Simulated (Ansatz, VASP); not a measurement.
# BN in VASP and in Ansatz

The input INCAR:

```
SYSTEM = BN
PREC = Accurate ; ENCUT = 520
EDIFF = 1E-6 ; ISMEAR = -1
SIGMA = 0.01 ; LREAL = .False.
LASPH = .True. ; NELM = 100
ALGO = Normal ; ISIF = 2
LWAVE = .False. ; LCHARG = .False.
GGA = PS ; NBANDS = 11
```

KPOINTS

```
regular mesh
0
Gamma
  10 10 6
  0 0 0
```

Contents of POSCAR:

```
BN
1.0
    2.5080410000      0.0000000000      0.0000000000
   -1.2467110000      2.1762310000      0.0000000000
   -0.6306650000     -1.0881160000      3.0225400000
B N
1 1
Direct
    0.9796430000      0.9834990000      0.0018060000
    0.6685060000      0.3323850000      0.9849990000
```

Input for Ansatz:

```yaml
crystal:
  lattice:
    - [2.508041, 0.0, 0.0]
    - [-1.246711, 2.176231, 0.0]
    - [-0.630665, -1.088116, 3.02254]
  atoms:
    - { symbol: B, position: [0.979643, 0.983499, 0.001806] }
    - { symbol: "N", position: [0.668506, 0.332385, 0.984999] }
basis:
  ecutwfc: 500.0
kpoints:
  mp_grid:
    grid: [10, 10, 6]
hamiltonian:
  xc: pbesol
  pseudopotentials:
    kind: paw
scf:
  occupations:
    method: fermi_dirac
    width: 0.01
output:
  stress: true
```

Alike in both runs: task single point; functional PBEsol; k mesh 10 × 10 × 6; occupations fermi-dirac, width 0.01 eV; no spin polarisation.

|  | VASP | Ansatz |
| --- | --- | --- |
| version | VASP 6.6.1 | Ansatz 0.2.0 |
| potentials or method | VASP PAW PBE potentials, release 64 (B, N), cutoff 520 eV | plane waves, PAW |
| valence electrons in the cell | 8 | 8 |

```csv
,VASP,Ansatz,Ansatz less VASP
pressure (GPa),1.9,1.6,-0.27
"traceless stress, the component that is largest in VASP (GPa)",-7.79,-7.95,-0.158
```

VASP's potentials were made for PBE, not for PBEsol. With one functional, cell and mesh, what is left measures potentials, basis and numerics.
